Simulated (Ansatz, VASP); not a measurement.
**NaH in VASP and in Ansatz**

File POSCAR:

```
NaH
1.0
    0.0000000000      2.4377760000      2.4377760000
    2.4377760000      0.0000000000      2.4377760000
    2.4377760000      2.4377760000      0.0000000000
Na H
1 1
Direct
    0.0000000000      0.0000000000      0.0000000000
    0.5000000000      0.5000000000      0.5000000000
```

File INCAR.step1:

```
SYSTEM = NaH
PREC     = Accurate       ! precision mode
ENCUT    = 520            ! plane-wave cutoff, eV
ISMEAR   = -1             ! smearing method
SIGMA    = 0.1            ! smearing width, eV
LREAL    = .FALSE.        ! projectors in reciprocal space
LASPH    = .TRUE.         ! aspherical terms in the spheres
NELM     = 60             ! most SCF steps
NBANDS   = 11             ! bands
GGA      = PE             ! functional
ALGO     = Normal         ! electronic algorithm
EDIFF    = 1E-4           ! SCF threshold, eV
LWAVE    = .TRUE.         ! write WAVECAR
LCHARG   = .FALSE.        ! write CHGCAR
```

The input INCAR.step2:

```
SYSTEM = NaH
PREC     = Accurate       ! precision mode
ENCUT    = 520            ! plane-wave cutoff, eV
EDIFF    = 1E-6           ! SCF threshold, eV
ISMEAR   = -1             ! smearing method
SIGMA    = 0.1            ! smearing width, eV
LREAL    = .FALSE.        ! projectors in reciprocal space
LASPH    = .TRUE.         ! aspherical terms in the spheres
NELM     = 60             ! most SCF steps
ALGO     = Normal         ! electronic algorithm
ISIF     = 2              ! what is computed and relaxed
LWAVE    = .FALSE.        ! write WAVECAR
LCHARG   = .FALSE.        ! write CHGCAR
METAGGA  = R2SCAN         ! meta-GGA
LMIXTAU  = .TRUE.       
NBANDS   = 11             ! bands
ISTART   = 1
```

Contents of KPOINTS:

```
Automatic mesh
0
G
  9 9 9
  0 0 0
```

Input for Ansatz:

```yaml
crystal:
  lattice:
    - [0.0, 2.437776, 2.437776]
    - [2.437776, 0.0, 2.437776]
    - [2.437776, 2.437776, 0.0]
  atoms:
    - { symbol: Na, position: [0.0, 0.0, 0.0] }
    - { symbol: H, position: [0.5, 0.5, 0.5] }
  symmetry: { tolerance: 0.0003 }
kpoints:
  mp_grid: { grid: [9, 9, 9], shift: [0, 0, 0] }
  band_path:
    path:
      - [0.375, 0.375, 0.75]
      - [0.0, 0.0, 0.0]
      - [0.5, 0.5, 0.5]
      - [0.5, 0.25, 0.75]
      - [0.5, 0.0, 0.5]
    npoints: 13
magnetization:
  spin_polarized: false
scf:
  occupations: { method: fermi_dirac }
  lower_state_search: "off"
  max_iter: 200
hamiltonian:
  pseudopotentials: { kind: paw }
  xc: r2scan
basis:
  ecutwfc: 500
  fft_grid_basis: typed
output:
  forces: true
  stress: true
  eigenvalues: true
  bader: true
  populations: true
  elf: true
  write_potential: true
  volumetric_format: npy
  dos:
    e_range: [-12, 8]
    de: 0.05
    projected: { site_lists: { H: [H], Na: [Na] } }
checkpoint:
  read: saved_state
```

Alike in both runs: task single point; functional r2SCAN; k mesh 9 × 9 × 9; no spin polarisation.

|  | VASP | Ansatz |
| --- | --- | --- |
| version | VASP 6.6.1 | Ansatz 0.2.0 |
| potentials or method | VASP PAW PBE potentials, release 64 (Na_pv, H), cutoff 520 eV | PAW plane waves |
| occupations | fermi-dirac, width 0.1 eV | fermi-dirac |
| valence electrons in the cell | 8 | 10 |

|  | VASP | Ansatz | Ansatz less VASP |
| --- | --- | --- | --- |
| gap on the k mesh at the Fermi level (eV) | 4.62 | 4.61 | -0.009 |
| pressure (GPa) | -1.3 | -1.1 | +0.15 |

VASP's potentials were made for PBE, not for r2SCAN. VASP's potentials hold 8 valence electrons a cell and Ansatz's 10, so a difference there can come from the potentials and not from the codes.
